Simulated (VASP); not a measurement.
# LiF (Pm-3m) in VASP: single point with r2SCAN

Aim: the single point of LiF with r2SCAN.

Everything below comes from runs of VASP 6.6.1. Logs are shortened: lines on timing, memory, paths and dates and some standing lists are left out, and cuts for length are marked.

## Step 1: The cell of the first run

It takes space group Pm-3m (No. 221, cubic). Conventional cell: a = 2.560 Å, b = 2.560 Å, c = 2.560 Å, α = 90.00°, β = 90.00°, γ = 90.00°. Li (site symmetry m-3m) has 8 F at 2.22 Å and 6 Li at 2.56 Å within 2.9 Å. Within 2.9 Å of F (site symmetry m-3m) lie 8 Li at 2.22 Å and 6 F at 2.56 Å.

## Step 2: Single point, r2SCAN

The input, POSCAR:

```
LiF
1.0
    2.5595330000      0.0000000000      0.0000000000
    0.0000000000      2.5595330000      0.0000000000
    0.0000000000      0.0000000000      2.5595330000
Li F
1 1
Direct
    0.0000000000      0.0000000000      0.0000000000
    0.5000000000      0.5000000000      0.5000000000
```

The input, INCAR.step1:

```
SYSTEM = LiF
  PREC = Accurate
  ENCUT = 520
  ISMEAR = 0
  SIGMA = 0.01
  LREAL = .FALSE.
  LASPH = .TRUE.
  NELM = 80
  NBANDS = 12
  GGA = PE
  ALGO = Normal
  EDIFF = 1E-4
  LWAVE = .TRUE.
  LCHARG = .FALSE.
```

The input, INCAR.step2:

```
SYSTEM = LiF
  PREC = Accurate
  ENCUT = 520
  EDIFF = 1E-6
  ISMEAR = 0
  SIGMA = 0.01
  LREAL = .FALSE.
  LASPH = .TRUE.
  NELM = 80
  ALGO = Normal
  ISIF = 2
  LWAVE = .FALSE.
  LCHARG = .FALSE.
  METAGGA = R2SCAN
  LMIXTAU = .TRUE.
  NBANDS = 12
  ISTART = 1
```

The input, KPOINTS:

```
regular mesh
0
G
  7 7 7
  0 0 0
```

Potentials or basis: VASP PAW PBE potentials, release 64 (Li_sv, F).

On the command line:

```sh
$ cat potpaw_PBE.64/Li_sv/POTCAR potpaw_PBE.64/F/POTCAR > POTCAR
$ cp INCAR.step1 INCAR
$ mpirun -np 1 vasp_std > vasp.out
$ cp INCAR.step2 INCAR
$ mpirun -np 1 vasp_std > vasp.out
```

OUTCAR:

```text
SYSTEM = LiF
   PREC = Accurate
   ENCUT = 520
   EDIFF = 1E-6
   ISMEAR = 0
   LREAL = .FALSE.
   LASPH = .TRUE.
   NELM = 80
   ISIF = 2
   METAGGA = R2SCAN
   ISTART = 1

 ion  position               nearest neighbor table
   1  0.000  0.000  0.000-   2 2.22   2 2.22   2 2.22   2 2.22   2 2.22   2 2.22   2 2.22   2 2.22

   2  0.500  0.500  0.500-   1 2.22   1 2.22   1 2.22   1 2.22   1 2.22   1 2.22   1 2.22   1 2.22

  LATTYP: Found a simple cubic cell.
 ALAT       =     2.5595330000

  Lattice vectors:

 A1 = (   2.5595330000,   0.0000000000,   0.0000000000)
 A2 = (   0.0000000000,   2.5595330000,   0.0000000000)
 A3 = (   0.0000000000,   0.0000000000,   2.5595330000)

Analysis of symmetry for initial positions (statically):
=====================================================================
 Subroutine PRICEL returns:
 Original cell was already a primitive cell.

 Routine SETGRP: Setting up the symmetry group for a
 simple cubic supercell.

 Subroutine GETGRP returns: Found 48 space group operations
 (whereof 48 operations were pure point group operations)
 out of a pool of 48 trial point group operations.

The static configuration has the point symmetry O_h .

Analysis of symmetry for dynamics (positions and initial velocities):
=====================================================================
 Subroutine PRICEL returns:
 Original cell was already a primitive cell.

 Routine SETGRP: Setting up the symmetry group for a
 simple cubic supercell.

 Subroutine GETGRP returns: Found 48 space group operations
 (whereof 48 operations were pure point group operations)
 out of a pool of 48 trial point group operations.

The dynamic configuration has the point symmetry O_h .

 Subroutine INISYM returns: Found 48 space group operations
 (whereof 48 operations are pure point group operations),
 and found     1 'primitive' translations

----------------------------------------------------------------------------------------

                                     Primitive cell

  volume of cell :      16.7680

  direct lattice vectors                    reciprocal lattice vectors
     2.559533000  0.000000000  0.000000000     0.390696272  0.000000000  0.000000000
     0.000000000  2.559533000  0.000000000     0.000000000  0.390696272  0.000000000
     0.000000000  0.000000000  2.559533000     0.000000000  0.000000000  0.390696272

  length of vectors
     2.559533000  2.559533000  2.559533000     0.390696272  0.390696272  0.390696272

  position of ions in fractional coordinates (direct lattice)
     0.000000000  0.000000000  0.000000000
     0.500000000  0.500000000  0.500000000

  ion indices of the primitive-cell ions
   primitive index   ion index
                 1           1
                 2           2

----------------------------------------------------------------------------------------

 KPOINTS: regular mesh

Automatic generation of k-mesh.
 Grid dimensions read from file:
 generate k-points for:    7    7    7

 Generating k-lattice:

  Cartesian coordinates                     Fractional coordinates (reciprocal lattice)
     0.055813753  0.000000000  0.000000000     0.142857143  0.000000000  0.000000000
     0.000000000  0.055813753  0.000000000     0.000000000  0.142857143  0.000000000
     0.000000000  0.000000000  0.055813753     0.000000000  0.000000000  0.142857143

  Length of vectors
     0.055813753  0.055813753  0.055813753

  Shift w.r.t. Gamma in fractional coordinates (k-lattice)
     0.000000000  0.000000000  0.000000000

 Subroutine IBZKPT returns following result:
 ===========================================

 Found     20 irreducible k-points:

 Following reciprocal coordinates:
            Coordinates               Weight
  0.000000  0.000000  0.000000      1.000000
  0.142857  0.000000  0.000000      6.000000
  0.285714  0.000000  0.000000      6.000000
  0.428571  0.000000  0.000000      6.000000
  0.142857  0.142857  0.000000     12.000000
  0.285714  0.142857  0.000000     24.000000
[... 12 lines left out ...]
  0.428571  0.428571  0.285714     24.000000
  0.428571  0.428571  0.428571      8.000000
   k-points           NKPTS =     20   k-points in BZ     NKDIM =     20   number of bands    NBANDS=     12
   number of dos      NEDOS =    301   number of ions     NIONS =      2
   total plane-waves  NPLWV =   8000
   dimension x,y,z NGX =    20 NGY =   20 NGZ =   20
   dimension x,y,z NGXF=    40 NGYF=   40 NGZF=   40
   ions per type =               1   1
   NGX,Y,Z   is equivalent  to a cutoff of  12.99, 12.99, 12.99 a.u.
   NGXF,Y,Z  is equivalent  to a cutoff of  25.98, 25.98, 25.98 a.u.
 SYSTEM =  LiF
   PREC   = accura    normal or accurate (medium, high low for compatibility)
   ISTART =      1    job   : 0-new  1-cont  2-samecut
   ICHARG =      0    charge: 1-file 2-atom 10-const
   ISPIN  =      1    spin polarized calculation?
   LNONCOLLINEAR =      F non collinear calculations
   LSORBIT =      F    spin-orbit coupling
   LASPH  =      T    aspherical Exc in radial PAW
   ENCUT  =  520.0 eV  38.22 Ry    6.18 a.u.   4.76  4.76  4.76*2*pi/ulx,y,z
   NELM   =     80;   NELMIN=  2; NELMDL=  0     # of ELM steps
   EDIFF  = 0.1E-05   stopping-criterion for ELM
   LREAL  =      F    real-space projection
   EDIFFG = 0.1E-04   stopping-criterion for IOM
   NSW    =      0    number of steps for IOM
   IBRION =     -1    ionic relax: 0-MD 1-quasi-New 2-CG
   NFREE  =      0    steps in history (QN), initial steepest desc. (CG)
   ISIF   =      2    stress and relaxation
   ISYM   =      2    0-nonsym 1-usesym 2-fastsym
   POTIM  = 0.5000    time-step for ionic-motion
   TEBEG  =    0.0;   TEEND  =   0.0 temperature during run
   PSTRESS=    0.0 pullay stress
   NELECT =      10.0000    total number of electrons
   NUPDOWN=      -1.0000    fix difference up-down
   EMIN   =  10.00;   EMAX   =-10.00  energy-range for DOS
   EFERMI =   0.00;   METHOD = LEGACY
   ISMEAR =     0;   SIGMA  =   0.01  broadening in eV -4-tet -1-fermi 0-gaus
   EFERMI_NEDOS =   21; number of points for ismear=-14 and -15
   IALGO  =     38    algorithm
   IMIX   =      4    mixing-type and parameters
     AMIX     =   0.40;   BMIX     =  1.00
     AMIX_MAG =   1.60;   BMIX_MAG =  1.00
  volume/ion in A,a.u.               =       8.38        56.58
  Fermi-wavevector in a.u.,A,eV,Ry     =   1.377994  2.604032 25.835673  1.898868
  Thomas-Fermi vector in A             =   2.503097
   LORBIT       =      0    0 simple, 1 ext, 2 COOP (PROOUT), +10 PAW based schemes
   METAGGA = R2SCAN    functional components
   LHFCALC =     F    Hartree Fock is set to
   AEXX    =    0.0000 exact exchange contribution
   IVDW    =     0    specifies the selected vdW correction
   LEPSILON=     F    determine dielectric tensor
   LRPA    =     F    only Hartree local field effects (RPA)
 non-spin polarized calculation
 Gauss-broadening in eV      SIGMA  =   0.01
  energy-cutoff  :      520.00
  volume of cell :       16.77
 maximum number of plane-waves:       461
 NGX is ok and might be reduce to    20
   NGX =  9   NGY =  9   NGZ =  9

 number of electron      10.0000016 magnetization

 Free energy of the ion-electron system (eV)
  ---------------------------------------------------
  ext. energy  EPLUGINS =         0.00000000
  ---------------------------------------------------
  free energy    TOTEN  =       -11.25971347 eV

  energy without entropy =      -11.25971347  energy(sigma->0) =      -11.25971347

 E-fermi :  -0.3841     XC(G=0): -10.4610

 val. band max:       -0.5244754281   @ k =   0.4286   0.4286   0.0000
 cond. band min:       8.1424407901   @ k =   0.0000   0.0000   0.0000
 fundamental gap:      8.6669162182
 Fermi energy:        -0.3840630190

 k-point     1 :       0.0000    0.0000    0.0000
  band No.  band energies     occupation
      1     -44.5357      2.00000
      2     -22.4339      2.00000
      3      -1.1777      2.00000
      4      -1.1777      2.00000
      5      -1.1777      2.00000
      6       8.1424      0.00000
      7      19.3934      0.00000
      8      19.3934      0.00000
      9      22.1863      0.00000
     10      22.1863      0.00000
     11      22.1863      0.00000
     12      39.1641      0.00000

 k-point     2 :       0.1429    0.0000    0.0000
  band No.  band energies     occupation
      1     -44.5274      2.00000
      2     -22.3531      2.00000
      3      -1.8419      2.00000
      4      -1.1056      2.00000
      5      -1.1056      2.00000
      6       8.5868      0.00000
      7      17.4151      0.00000
      8      19.8702      0.00000
      9      22.0767      0.00000
     10      22.0767      0.00000
     11      25.3822      0.00000
     12      36.5392      0.00000

 k-point     3 :       0.2857    0.0000    0.0000
  band No.  band energies     occupation
      1     -44.5089      2.00000
      2     -22.1652      2.00000
      3      -3.1305      2.00000
      4      -0.9396      2.00000
      5      -0.9396      2.00000
      6       9.2935      0.00000
      7      15.6579      0.00000
      8      21.2999      0.00000
      9      21.7745      0.00000
     10      21.7745      0.00000
     11      30.7085      0.00000
     12      31.3206      0.00000
[... 226 lines left out ...]
 k-point    19 :       0.4286    0.4286    0.2857
  band No.  band energies     occupation
      1     -44.4393      2.00000
      2     -21.2603      2.00000
      3      -3.1559      2.00000
      4      -3.0946      2.00000
      5      -2.0242      2.00000
      6      12.6824      0.00000
      7      12.8668      0.00000
      8      12.9592      0.00000
      9      23.3129      0.00000
     10      25.0891      0.00000
     11      25.9629      0.00000
     12      27.3813      0.00000

 k-point    20 :       0.4286    0.4286    0.4286
  band No.  band energies     occupation
      1     -44.4281      2.00000
      2     -21.1070      2.00000
      3      -2.8631      2.00000
      4      -2.7523      2.00000
      5      -2.7523      2.00000
      6      12.0371      0.00000
      7      12.0589      0.00000
      8      12.0589      0.00000
      9      24.6850      0.00000
     10      25.1349      0.00000
     11      25.1349      0.00000
     12      27.0336      0.00000

------------------------ aborting loop because EDIFF is reached ----------------------------------------

  FORCE on cell =-STRESS in cart. coord.  units (eV):
  Direction    XX          YY          ZZ          XY          YZ          ZX
  --------------------------------------------------------------------------------------
  -------------------------------------------------------------------------------------
  Total       -0.5308207     -0.5308207     -0.5308207      0.0000000     -0.0000000      0.0000000
  in kB      -50.7196529    -50.7196529    -50.7196529      0.0000000     -0.0000000      0.0000000
  external PRESSURE =     -50.7196529 kB  Pullay stress =       0.0000000 kB

 VOLUME and BASIS-vectors are now :
 -----------------------------------------------------------------------------
  energy-cutoff  :      520.00
  volume of cell :       16.77
      direct lattice vectors                 reciprocal lattice vectors
     2.559533000  0.000000000  0.000000000     0.390696272  0.000000000  0.000000000
     0.000000000  2.559533000  0.000000000     0.000000000  0.390696272  0.000000000
     0.000000000  0.000000000  2.559533000     0.000000000  0.000000000  0.390696272

 POSITION                                       TOTAL-FORCE (eV/Angst)
 -----------------------------------------------------------------------------------
      0.00000      0.00000      0.00000         0.000000      0.000000      0.000000
      1.27977      1.27977      1.27977         0.000000      0.000000      0.000000
 -----------------------------------------------------------------------------------
    total drift:                                0.000000      0.000000      0.000000

  FREE ENERGIE OF THE ION-ELECTRON SYSTEM (eV)
  ---------------------------------------------------
  free  energy   TOTEN  =       -11.2597134651 eV

  energy  without entropy=      -11.2597134651  energy(sigma->0) =      -11.25971347
```

Wall time 9.8 s (1 thread of AMD EPYC 9R45 (Zen 5), shared host); peak memory 0.09 GiB.

Results:

| Quantity | Value |
| --- | --- |
| Free energy | -11.2597 eV |
| Band gap on the k mesh | 8.67 eV, indirect (least direct gap 9.32 eV) |

Levels at points of the mesh, in eV from the valence-band top:
| k point | band 3 | band 4 | band 5 | band 6 | band 7 | band 8 |
| --- | --- | --- | --- | --- | --- | --- |
| (0.00, 0.00, 0.00) | -0.65 | -0.65 | -0.65 | 8.67 | 19.92 | 19.92 |

Caveat: the cutoff is under 1.25 times the usual one of these potentials, so pressure, stress and relaxed cells hold a basis-set (Pulay) error; the PAW data sets were made with another functional, which shifts forces and pressure a little. A k mesh can miss the band edges.
